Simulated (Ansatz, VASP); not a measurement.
Two plane-wave programs on AlN

The input INCAR:

```
SYSTEM = AlN
PREC = Accurate
ENCUT = 520
EDIFF = 1E-7
ISMEAR = 0
SIGMA = 0.01
LREAL = .False.
LASPH = .True.
NELM = 60
ALGO = Normal
ISIF = 2
LWAVE = .False.
LCHARG = .True.
GGA = PE
LELF = .True.
LVHAR = .True.
NBANDS = 16
```

File KPOINTS:

```
regular mesh
0
Gamma
  12 12 4
  0 0 0
```

Contents of POSCAR:

```
AlN
1.0
    3.1387284395      0.0000000000      0.0000000000
   -1.5693642197      2.7182215063      0.0000000000
    0.0000000000      0.0000000000      5.0221671561
Al N
2 2
Direct
    0.3333333333      0.6666666667      0.0000000000
    0.6666666667      0.3333333333      0.5000000000
    0.3333333333      0.6666666667      0.3800000000
    0.6666666667      0.3333333333      0.8800000000
```

Input for Ansatz:

```yaml
crystal:
  lattice:
    - [3.138728439476979, 0.0, 0.0]
    - [-1.5693642197384896, 2.718221506303748, 0.0]
    - [0.0, 0.0, 5.022167156130688]
  atoms:
    - { symbol: Al, position: [0.3333333333333333, 0.6666666666666666, 0.0] }
    - { symbol: Al, position: [0.6666666666666666, 0.3333333333333333, 0.5] }
    - { symbol: "N", position: [0.3333333333333333, 0.6666666666666666, 0.38] }
    - { symbol: "N", position: [0.6666666666666666, 0.3333333333333333, 0.88] }
basis:
  ecutwfc: 500.0
kpoints:
  mp_grid:
    grid: [12, 12, 4]
hamiltonian:
  xc: pbe
scf:
  occupations:
    method: fixed
output:
  stress: true
```

Alike in both runs: task single point; functional PBE; k mesh 12 × 12 × 4; no spin polarisation.

|  | VASP | Ansatz |
| --- | --- | --- |
| version | VASP 6.6.1 | Ansatz 0.2.0 |
| potentials or method | VASP PAW PBE potentials, release 64 (Al, N), cutoff 520 eV | plane waves, PAW |
| occupations | gaussian, width 0.01 eV | fixed |
| valence electrons in the cell | 16 | 16 |

VASP gave:

- pressure (GPa): -1.4
- traceless stress, the component that is largest in VASP (GPa): 1.19

Q: What did Ansatz give for the same quantities?

A: Pressure (GPa): -1.2; traceless stress, the component that is largest in VASP (GPa): 1.14.

Ansatz's warnings: structure snapped to symmetry.
